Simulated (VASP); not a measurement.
# Ga (P2_1/m) in VASP: single point with PBE

Aim: the single point of Ga with PBE.

All numbers are computed with VASP 6.6.1; they aren't measurements. Logs are shortened: lines on timing, memory, paths and dates and some standing lists are left out, and cuts for length are marked.

## (1) The cell of the first run

It takes space group P2_1/m (No. 11, monoclinic). Conventional cell: a = 2.778 Å, b = 3.282 Å, c = 4.210 Å, α = 90.00°, β = 108.61°, γ = 90.00°. Within 3.6 Å of Ga (site symmetry m) lie 10 Ga at 2.71 to 3.28 Å.

## (2) Single point, PBE

Contents of INCAR:

```
SYSTEM = Ga
PREC = Accurate ; ENCUT = 520
EDIFF = 1E-6 ; ISMEAR = 0
SIGMA = 0.05 ; LREAL = .FALSE.
LASPH = .TRUE. ; NELM = 100
ALGO = Fast ; ISIF = 2
LWAVE = .FALSE. ; LCHARG = .TRUE.
GGA = PE ; LELF = .TRUE.
LVHAR = .TRUE. ; NBANDS = 20
```

Contents of KPOINTS:

```
Automatic mesh
0
G
  12 10 8
  0 0 0
```

Contents of POSCAR:

```
Ga
1.0
    2.7784220849      0.0000000000      0.0000000000
    0.0000000000      3.2816087900      0.0000000000
   -1.3434310986      0.0000000000      3.9902731763
Ga
2
Direct
    0.8654037300      0.2500000000      0.2298331700
    0.1345962700      0.7500000000      0.7701668300
```

Potentials or basis: VASP PAW PBE potentials, release 64 (Ga_d).

Run with:

```
$ cat potpaw_PBE.64/Ga_d/POTCAR > POTCAR
$ mpirun -np 1 vasp_std > vasp.out
```

OUTCAR:

```text
SYSTEM = Ga
   PREC = Accurate
   ENCUT = 520
   EDIFF = 1E-6
   ISMEAR = 0
   LREAL = .FALSE.
   LASPH = .TRUE.
   NELM = 100
   ISIF = 2
   GGA = PE

 ion  position               nearest neighbor table
   1  0.865  0.250  0.230-   2 2.71   2 2.71   2 2.81   2 2.81   2 2.84   2 2.84
   2  0.135  0.750  0.770-   1 2.71   1 2.71   1 2.81   1 2.81   1 2.84   1 2.84

  LATTYP: Found a simple monoclinic cell.
 ALAT       =     2.7784220849
 B/A-ratio  =     1.1811052064
 C/A-ratio  =     1.5153762184
 COS(beta)  =    -0.3190778872

  Lattice vectors:

 A1 = (   2.7784220849,   0.0000000000,   0.0000000000)
 A2 = (   0.0000000000,   3.2816087900,   0.0000000000)
 A3 = (  -1.3434310986,   0.0000000000,   3.9902731763)

Analysis of symmetry for initial positions (statically):
=====================================================================
 Subroutine PRICEL returns:
 Original cell was already a primitive cell.

 Routine SETGRP: Setting up the symmetry group for a
 simple monoclinic supercell.

 Subroutine GETGRP returns: Found  4 space group operations
 (whereof  2 operations were pure point group operations)
 out of a pool of  4 trial point group operations.

The static configuration has the point symmetry S_2 .
 The point group associated with its full space group is C_2h.

Analysis of symmetry for dynamics (positions and initial velocities):
=====================================================================
 Subroutine PRICEL returns:
 Original cell was already a primitive cell.

 Routine SETGRP: Setting up the symmetry group for a
 simple monoclinic supercell.

 Subroutine GETGRP returns: Found  4 space group operations
 (whereof  2 operations were pure point group operations)
 out of a pool of  4 trial point group operations.

The dynamic configuration has the point symmetry S_2 .
 The point group associated with its full space group is C_2h.

 Subroutine INISYM returns: Found  4 space group operations
 (whereof  2 operations are pure point group operations),
 and found     1 'primitive' translations

----------------------------------------------------------------------------------------

                                     Primitive cell

  volume of cell :      36.3821

  direct lattice vectors                    reciprocal lattice vectors
     2.778422085  0.000000000  0.000000000     0.359916517  0.000000000  0.121175424
     0.000000000  3.281608790  0.000000000     0.000000000  0.304728584  0.000000000
    -1.343431099  0.000000000  3.990273176     0.000000000  0.000000000  0.250609408

  length of vectors
     2.778422085  3.281608790  4.210354752     0.379767538  0.304728584  0.250609408

  position of ions in fractional coordinates (direct lattice)
     0.865403730  0.250000000  0.229833170
     0.134596270  0.750000000  0.770166830

  ion indices of the primitive-cell ions
   primitive index   ion index
                 1           1
                 2           2

----------------------------------------------------------------------------------------

 KPOINTS: Automatic mesh

Automatic generation of k-mesh.
 Grid dimensions read from file:
 generate k-points for:   12   10    8

 Generating k-lattice:

  Cartesian coordinates                     Fractional coordinates (reciprocal lattice)
     0.029993043  0.000000000  0.010097952     0.083333333  0.000000000 -0.000000000
     0.000000000  0.030472858  0.000000000     0.000000000  0.100000000  0.000000000
     0.000000000  0.000000000  0.031326176     0.000000000  0.000000000  0.125000000

  Length of vectors
     0.031647295  0.030472858  0.031326176

  Shift w.r.t. Gamma in fractional coordinates (k-lattice)
     0.000000000  0.000000000  0.000000000

 Subroutine IBZKPT returns following result:
 ===========================================

 Found    300 irreducible k-points:

 Following reciprocal coordinates:
            Coordinates               Weight
  0.000000  0.000000  0.000000      1.000000
  0.083333  0.000000  0.000000      2.000000
  0.166667  0.000000  0.000000      2.000000
  0.250000  0.000000 -0.000000      2.000000
  0.333333  0.000000  0.000000      2.000000
  0.416667  0.000000  0.000000      2.000000
[... 16 lines left out ...]
  0.083333  0.300000  0.000000      4.000000
  0.166667  0.300000  0.000000      4.000000
 [... further k-points ...]
   k-points           NKPTS =    300   k-points in BZ     NKDIM =    300   number of bands    NBANDS=     20
   number of dos      NEDOS =    301   number of ions     NIONS =      2
   total plane-waves  NPLWV =  18432
   dimension x,y,z NGX =    24 NGY =   24 NGZ =   32
   dimension x,y,z NGXF=    48 NGYF=   48 NGZF=   64
   ions per type =               2
   NGX,Y,Z   is equivalent  to a cutoff of  14.36, 12.16, 12.64 a.u.
   NGXF,Y,Z  is equivalent  to a cutoff of  28.72, 24.32, 25.27 a.u.
 SYSTEM =  Ga
   PREC   = accura    normal or accurate (medium, high low for compatibility)
   ISTART =      0    job   : 0-new  1-cont  2-samecut
   ICHARG =      2    charge: 1-file 2-atom 10-const
   ISPIN  =      1    spin polarized calculation?
   LNONCOLLINEAR =      F non collinear calculations
   LSORBIT =      F    spin-orbit coupling
   LASPH  =      T    aspherical Exc in radial PAW
   ENCUT  =  520.0 eV  38.22 Ry    6.18 a.u.   5.17  6.10  7.83*2*pi/ulx,y,z
   NELM   =    100;   NELMIN=  2; NELMDL= -5     # of ELM steps
   EDIFF  = 0.1E-05   stopping-criterion for ELM
   LREAL  =      F    real-space projection
   EDIFFG = 0.1E-04   stopping-criterion for IOM
   NSW    =      0    number of steps for IOM
   IBRION =     -1    ionic relax: 0-MD 1-quasi-New 2-CG
   NFREE  =      0    steps in history (QN), initial steepest desc. (CG)
   ISIF   =      2    stress and relaxation
   ISYM   =      2    0-nonsym 1-usesym 2-fastsym
   POTIM  = 0.5000    time-step for ionic-motion
   TEBEG  =    0.0;   TEEND  =   0.0 temperature during run
   PSTRESS=    0.0 pullay stress
   NELECT =      26.0000    total number of electrons
   NUPDOWN=      -1.0000    fix difference up-down
   EMIN   =  10.00;   EMAX   =-10.00  energy-range for DOS
   EFERMI =   0.00;   METHOD = LEGACY
   ISMEAR =     0;   SIGMA  =   0.05  broadening in eV -4-tet -1-fermi 0-gaus
   EFERMI_NEDOS =   21; number of points for ismear=-14 and -15
   IALGO  =     68    algorithm
   IMIX   =      4    mixing-type and parameters
     AMIX     =   0.40;   BMIX     =  1.00
     AMIX_MAG =   1.60;   BMIX_MAG =  1.00
  volume/ion in A,a.u.               =      18.19       122.76
  Fermi-wavevector in a.u.,A,eV,Ry     =   1.463648  2.765894 29.147302  2.142266
  Thomas-Fermi vector in A             =   2.579718
   LORBIT       =      0    0 simple, 1 ext, 2 COOP (PROOUT), +10 PAW based schemes
   GGA     = PE    functional components
   LHFCALC =     F    Hartree Fock is set to
   AEXX    =    0.0000 exact exchange contribution
   IVDW    =     0    specifies the selected vdW correction
   LEPSILON=     F    determine dielectric tensor
   LRPA    =     F    only Hartree local field effects (RPA)
 non-spin polarized calculation
 RMM-DIIS sequential band-by-band and
 Gauss-broadening in eV      SIGMA  =   0.05
  energy-cutoff  :      520.00
  volume of cell :       36.38
 maximum number of plane-waves:      1000
 NGX is ok and might be reduce to    24
   NGX = 11   NGY = 13   NGZ = 15

 number of electron      26.0000010 magnetization

 Free energy of the ion-electron system (eV)
  ---------------------------------------------------
  ext. energy  EPLUGINS =         0.00000000
  ---------------------------------------------------
  free energy    TOTEN  =        -5.77054099 eV

  energy without entropy =       -5.77001827  energy(sigma->0) =       -5.77027963

 E-fermi :   5.8663     XC(G=0): -11.1522

 val. band max:        5.8559811411   @ k =   0.5000   0.3000  -0.0000
 cond. band min:       5.9013724334   @ k =   0.5000   0.1000   0.5000
 fundamental gap:      0.0453912922
 Fermi energy:         5.8663215693

 k-point     1 :       0.0000    0.0000    0.0000
  band No.  band energies     occupation
      1      -9.3453      2.00000
      2      -9.3345      2.00000
      3      -9.2786      2.00000
      4      -9.2717      2.00000
      5      -9.0135      2.00000
      6      -9.0123      2.00000
[... 12 lines left out ...]
     19      16.9176      0.00000
     20      18.7858      0.00000

 k-point     2 :       0.0833    0.0000    0.0000
  band No.  band energies     occupation
      1      -9.3334      2.00000
      2      -9.3293      2.00000
      3      -9.2701      2.00000
      4      -9.2403      2.00000
      5      -9.0243      2.00000
      6      -9.0228      2.00000
[... 12 lines left out ...]
     19      17.3223      0.00000
     20      20.0924      0.00000

 k-point     3 :       0.1667    0.0000    0.0000
  band No.  band energies     occupation
      1      -9.3155      2.00000
      2      -9.3062      2.00000
      3      -9.2326      2.00000
      4      -9.1709      2.00000
      5      -9.0575      2.00000
      6      -9.0487      2.00000
[... 12 lines left out ...]
     19      17.4977      0.00000
     20      20.8846      0.00000

 k-point     4 :       0.2500    0.0000   -0.0000
  band No.  band energies     occupation
      1      -9.2984      2.00000
      2      -9.2756      2.00000
      3      -9.1859      2.00000
      4      -9.1322      2.00000
      5      -9.1041      2.00000
      6      -9.0342      2.00000
[... 12 lines left out ...]
     19      17.6784      0.00000
     20      21.0439      0.00000

 k-point     5 :       0.3333    0.0000    0.0000
  band No.  band energies     occupation
      1      -9.2840      2.00000
      2      -9.2554      2.00000
      3      -9.1709      2.00000
      4      -9.1527      2.00000
      5      -9.1516      2.00000
      6      -9.0231      2.00000
[... 12 lines left out ...]
     19      17.7831      0.00000
     20      18.9550      0.00000
[... 353 lines left out ...]
      6      -9.0447      2.00000
[... 12 lines left out ...]
     19      16.0011      0.00000
     20      16.0846      0.00000

 k-point    22 :       0.0000    0.3000    0.0000
  band No.  band energies     occupation
      1      -9.3613      2.00000
      2      -9.2854      2.00000
      3      -9.2200      2.00000
      4      -9.1610      2.00000
      5      -9.0905      2.00000
      6      -9.0873      2.00000
[... 12 lines left out ...]
     19      19.1719      0.00000
     20      19.3882      0.00000

 k-point    23 :       0.0833    0.3000    0.0000
  band No.  band energies     occupation
      1      -9.3484      2.00000
      2      -9.2660      2.00000
      3      -9.2092      2.00000
      4      -9.1565      2.00000
      5      -9.1095      2.00000
      6      -9.0921      2.00000
[... 12 lines left out ...]
     19      19.2002      0.00000
     20      20.2370      0.00000

 k-point    24 :       0.1667    0.3000    0.0000
  band No.  band energies     occupation
      1      -9.3228      2.00000
      2      -9.2249      2.00000
      3      -9.1831      2.00000
      4      -9.1542      2.00000
      5      -9.1295      2.00000
      6      -9.0955      2.00000
[... 12 lines left out ...]
     19      17.5278      0.00000
     20      19.0178      0.00000

 [... further k-points ...]
[... 5 lines left out ...]
  --------------------------------------------------------------------------------------
  -------------------------------------------------------------------------------------
  Total        0.3053413      0.7521817      1.0266490      0.0000000      0.0000000     -0.1620606
  in kB       13.4464761     33.1242240     45.2110830      0.0000000      0.0000000     -7.1367485
  external PRESSURE =      30.5939277 kB  Pullay stress =       0.0000000 kB

 VOLUME and BASIS-vectors are now :
 -----------------------------------------------------------------------------
  energy-cutoff  :      520.00
  volume of cell :       36.38
      direct lattice vectors                 reciprocal lattice vectors
     2.778422085  0.000000000  0.000000000     0.359916517  0.000000000  0.121175424
     0.000000000  3.281608790  0.000000000     0.000000000  0.304728584  0.000000000
    -1.343431099  0.000000000  3.990273176     0.000000000  0.000000000  0.250609408

 POSITION                                       TOTAL-FORCE (eV/Angst)
 -----------------------------------------------------------------------------------
      2.09569      0.82040      0.91710        -0.007580     -0.000000      0.096462
     -0.66070      2.46121      3.07318         0.007580      0.000000     -0.096462
 -----------------------------------------------------------------------------------
    total drift:                               -0.000000     -0.000000      0.000000

  FREE ENERGIE OF THE ION-ELECTRON SYSTEM (eV)
  ---------------------------------------------------
  free  energy   TOTEN  =        -5.7705409901 eV

  energy  without entropy=       -5.7700182652  energy(sigma->0) =       -5.77027963
```

Wall time 98 s (1 thread of Intel Xeon Platinum 8488C (Sapphire Rapids), shared host); peak memory 0.28 GiB.

Results:

```
Free energy            : -5.7705 eV
Pressure               : 3.1 GPa
Largest force          : 0.097 eV/Å
Band gap on the k mesh : zero (band 13 reaches 9.89 eV, above the bottom of band 14 at 1.47 eV)
```

Forces on the atoms (eV/Å):
```
Ga  -0.008  0.000  0.096
Ga   0.008  0.000 -0.096
```

Stress tensor (GPa, compression positive):
```
 1.34  0.00 -0.71
 0.00  3.31  0.00
-0.71  0.00  4.52
```
